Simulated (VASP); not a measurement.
# Ga32HO48 (a cell with a defect): single point with PBE

Ga32HO48 (a cell with a defect):

```xyz
81
Lattice="5.0580 2.9202 9.0826 -5.0580 2.9202 9.0826 0.0000 -5.8404 9.0826" Properties=species:S:1:pos:R:3 pbc="T T T"
Ga    0.0029   -0.0007   11.6511
Ga   -0.0015   -0.0010    8.7640
Ga   -0.0070    0.0079    1.9464
Ga   -0.0078    0.0231    4.8334
Ga   -0.0008   -2.9205   16.1901
Ga   -0.0008   -2.9207   13.3086
Ga   -0.0008   -2.9208    6.4123
Ga   -0.0006   -2.9204    9.3422
Ga   -2.5253    1.4689   16.2139
Ga   -2.5124    1.4780   13.3269
Ga   -2.5283    1.4570    6.5092
Ga   -2.5308    1.4602    9.3960
Ga   -2.5319   -1.4633   20.7337
Ga   -2.5298   -1.4593   17.8467
Ga   -2.5192   -1.4591   11.0287
Ga   -2.5057   -1.4660   13.9160
Ga    2.5184    1.4591   16.2137
Ga    2.5041    1.4656   13.3269
Ga    2.5301    1.4626    6.5090
Ga    2.5285    1.4587    9.3960
Ga    2.5266   -1.4571   20.7338
Ga    2.5293   -1.4607   17.8467
Ga    2.5244   -1.4697   11.0290
Ga    2.5113   -1.4784   13.9159
Ga   -0.0006    2.9199   20.8311
Ga   -0.0007    2.9202   17.9010
Ga   -0.0008    2.9200   11.0523
Ga   -0.0007    2.9200   13.9337
Ga    0.0050   -0.0085   25.2963
Ga    0.0063   -0.0242   22.4093
Ga   -0.0038   -0.0001   15.5918
Ga    0.0001    0.0008   18.4788
O     0.7728    1.5965    5.6744
O     1.0342   -1.3842    5.7031
O    -1.7629   -0.1298    5.6779
O    -0.7608   -1.5898    7.9203
O     1.7699    0.1418    7.9646
O    -0.9898    1.4607    7.9401
O     0.7714   -1.3371   10.1997
O     0.9843   -4.3807   10.1998
O    -1.7579   -3.0436   10.1996
O    -0.7730   -4.4919   12.4785
O     1.7462   -2.8035   12.4785
O    -0.9755   -1.4662   12.4784
O    -1.7593    3.0470   10.2199
O    -1.5211   -0.0024   10.1953
O    -4.2863    1.3236   10.2402
O    -3.2098   -0.1278   12.4572
O    -0.7598    1.5883   12.4856
O    -3.5230    2.9209   12.4827
O    -1.7606    0.1304   14.7605
O    -1.5338   -2.9288   14.7569
O    -4.2455   -1.6648   14.7856
O    -3.2920   -3.0648   17.0471
O    -0.7700   -1.3342   17.0226
O    -3.5259   -0.0073   17.0031
O     3.2902    3.0644   10.1953
O     3.5247    0.0067   10.2401
O     0.7686    1.3337   10.2200
O     1.7595   -0.1310   12.4827
O     4.2433    1.6647   12.4571
O     1.5321    2.9283   12.4859
O     3.2091    0.1276   14.7856
O     3.5214   -2.9216   14.7602
O     0.7586   -1.5888   14.7569
O     1.7576   -3.0472   17.0226
O     4.2848   -1.3241   17.0028
O     1.5199    0.0022   17.0471
O     0.7712    4.4914   14.7641
O     0.9743    1.4656   14.7642
O    -1.7476    2.8027   14.7642
O    -0.7724    1.3367   17.0432
O     1.7563    3.0432   17.0430
O    -0.9862    4.3801   17.0430
O     0.7598    1.5893   19.3228
O     0.9883   -1.4609   19.3026
O    -1.7713   -0.1425   19.2781
O    -0.7745   -1.5971   21.5683
O     1.7613    0.1294   21.5653
O    -1.0358    1.3826   21.5397
H    -0.0004   -2.9204    4.5374
```

| Property | Result |
| --- | --- |
| Program | VASP 6.6.1 |
| Task | single point |
| Functional | PBE |
| Potentials or basis | VASP PAW PBE potentials, release 64 (Ga_d, O, H) |
| Cutoff | 520 eV |
| k mesh | 1 × 1 × 1 |
| Occupations | fermi-dirac, width 0.01 eV |
| Spin | no spin polarisation |

The largest force is 0.019 eV/Å.

Forces in eV/Å, atoms in the order of the input:
```
Ga   0.000  0.003  0.006
Ga   0.003  0.005 -0.013
Ga   0.001  0.006 -0.018
Ga   0.003  0.006  0.013
Ga   0.001  0.000  0.013
Ga   0.000  0.001 -0.007
Ga   0.000  0.001  0.006
Ga   0.000 -0.001  0.013
Ga   0.004  0.001  0.018
Ga   0.005  0.000 -0.013
Ga   0.000 -0.002 -0.008
Ga   0.004  0.001  0.013
Ga   0.001 -0.001  0.006
Ga   0.004 -0.004 -0.013
Ga   0.000 -0.004 -0.015
Ga   0.002 -0.005  0.012
Ga  -0.006  0.002  0.018
Ga  -0.005  0.004 -0.013
Ga   0.000  0.001 -0.006
Ga  -0.004  0.003  0.013
Ga  -0.001  0.000  0.007
Ga  -0.006  0.001 -0.014
Ga  -0.006 -0.003 -0.018
Ga  -0.006  0.001  0.013
Ga   0.000 -0.001 -0.006
Ga   0.000 -0.002 -0.014
Ga   0.000  0.000 -0.011
Ga   0.001 -0.001  0.008
Ga  -0.001 -0.005  0.018
Ga  -0.002 -0.005 -0.012
Ga  -0.001  0.001 -0.007
Ga  -0.001 -0.004  0.013
O   -0.002 -0.001 -0.003
O   -0.003 -0.002 -0.001
O   -0.001 -0.005 -0.003
O   -0.001 -0.001 -0.006
O    0.002 -0.005 -0.005
O   -0.005 -0.001 -0.001
O    0.000  0.002  0.005
O    0.001 -0.002  0.005
O    0.000  0.001  0.005
O    0.000  0.000 -0.003
O   -0.001 -0.001 -0.002
O    0.001  0.002 -0.003
O   -0.001  0.002  0.002
O   -0.003 -0.004  0.002
O   -0.002 -0.002  0.003
O   -0.002 -0.001  0.000
O    0.000  0.001  0.002
O   -0.006 -0.001  0.005
O   -0.004  0.005 -0.004
O    0.002  0.002 -0.001
O   -0.001  0.005 -0.002
O   -0.005  0.003 -0.003
O    0.002  0.005  0.000
O   -0.002  0.001 -0.007
O    0.006 -0.001  0.002
O    0.003  0.000  0.004
O   -0.001 -0.004  0.001
O    0.004 -0.004  0.003
O    0.003 -0.005  0.000
O   -0.002  0.000  0.002
O    0.007 -0.001 -0.002
O    0.006  0.000 -0.003
O    0.001 -0.002 -0.002
O    0.003 -0.006  0.000
O    0.001  0.001 -0.006
O    0.006  0.003 -0.004
O    0.001 -0.001  0.004
O   -0.002  0.000  0.003
O   -0.001  0.001  0.004
O   -0.001  0.000 -0.003
O    0.002  0.001 -0.002
O    0.000  0.000 -0.003
O   -0.001  0.003  0.004
O    0.004  0.000  0.002
O   -0.001  0.004  0.001
O    0.001 -0.002  0.003
O    0.002  0.006  0.003
O    0.004  0.005  0.000
H   -0.001  0.000  0.002
```

Levels at points of the mesh, in eV from the Fermi level:
```csv
k point,band 349,band 350,band 351,band 352,band 353,band 354,band 355,band 356,band 357,band 358
"(0.00, 0.00, 0.00)",-2.24,-2.24,-2.24,-2.23,-0.30,0.75,3.21,3.45,3.67,3.85
```

Wall time 39 min on 1 thread of Intel Xeon 8259CL, with other jobs on the host, peak memory 1 GiB.

Caveat: the k points lie up to 0.75 Å⁻¹ apart; the cell carries a net charge on a neutralising background, which shifts energy and pressure; the cell is charged against a uniform background, so pressure and absolute levels hang on convention.
